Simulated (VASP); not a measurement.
Here is a VASP 6.6.1 calculation.

File INCAR:

```
SYSTEM = WS2
ALGO     = Normal         ! electronic algorithm
EDIFF    = 1E-7           ! SCF threshold, eV
ENCUT    = 520            ! plane-wave cutoff, eV
GGA      = PS             ! functional
ISIF     = 2              ! what is computed and relaxed
ISMEAR   = 0              ! smearing method
LASPH    = .True.         ! aspherical terms in the spheres
LCHARG   = .False.        ! write CHGCAR
LREAL    = .False.        ! projectors in reciprocal space
LWAVE    = .False.        ! write WAVECAR
NBANDS   = 35             ! bands
NELM     = 80             ! most SCF steps
PREC     = Accurate       ! precision mode
SIGMA    = 0.05           ! smearing width, eV
```

KPOINTS

```
k-points
0
Gamma
  12 12 4
  0 0 0
```

Contents of POSCAR:

```
WS2
1.0
    3.1799996605      0.0000000000      0.0000000000
   -1.5899998303      2.7539604900      0.0000000000
    0.0000000000      0.0000000000     12.5000000000
W S
2 4
Direct
    0.2957971253      0.6618674221      0.2558530329
    0.6968541096      0.4102717716      0.7361535109
    0.3856754883      0.6651580109      0.6309670777
    0.6482525192      0.2909712660      0.1172936044
    0.3487047825      0.6796746301      0.8755981610
    0.6247159752      0.2920568993      0.3841346131
```

Potentials or basis: VASP PAW PBE potentials, release 64 (W_sv, S).

Command:

```bash
$ cat potpaw_PBE.64/W_sv/POTCAR potpaw_PBE.64/S/POTCAR > POTCAR
$ mpirun -np 1 vasp_std > vasp.out
```

Task: Predict the pressure.

Result: 0.3 GPa.

Task: Estimate the largest force.

Result: 11.006 eV/Å.

Forces on the atoms (eV/Å):
```
W    1.222 -1.624 -1.536
W    4.788 -4.880  8.625
S   -4.661  3.772 -6.736
S   -0.773  0.692  2.450
S   -0.142  1.072 -1.864
S   -0.433  0.968 -0.939
```

Caveat: the cell differs from its parent crystal (atoms moved at random); the PAW data sets were made with another functional, which shifts forces and pressure a little.
